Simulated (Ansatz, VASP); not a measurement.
# Ce: VASP beside Ansatz

```
Ce
1.0
     1.62945    3.08944    0.00000
     1.62945   -3.08944    0.00000
     0.00000    0.00000   -5.28648
Ce
2
Direct
  0.10188 0.89812 0.75000
  0.89812 0.10188 0.25000
```

Alike in both runs: functional PBE; k mesh 6 × 6 × 4; no spin polarisation.

Ansatz relaxed the structure, and its values are those at the end. VASP's run is a single point on that final structure, the one shown.

|  | VASP | Ansatz |
| --- | --- | --- |
| version | VASP 6.6.1 | Ansatz 0.2.0 |
| potentials or method | VASP PAW PBE potentials, release 64 (Ce), cutoff 520 eV | PAW plane waves |
| occupations | fermi-dirac, width 0.1 eV | fermi-dirac |
| valence electrons in the cell | 24 | 24 |

Ansatz gave:

| Property | Result |
| --- | --- |
| gap on the k mesh at the Fermi level (eV) | none |
| pressure (GPa) | 0.0 |

Problem. What did VASP give for the same quantities?

Solution. gap on the k mesh at the Fermi level (eV): none; pressure (GPa): -0.2.

A gap of «none» marks a metal or a gap that the smearing closes.

The k mesh is coarse, so the values compare programs but aren't converged. Spin-orbit coupling is off throughout.
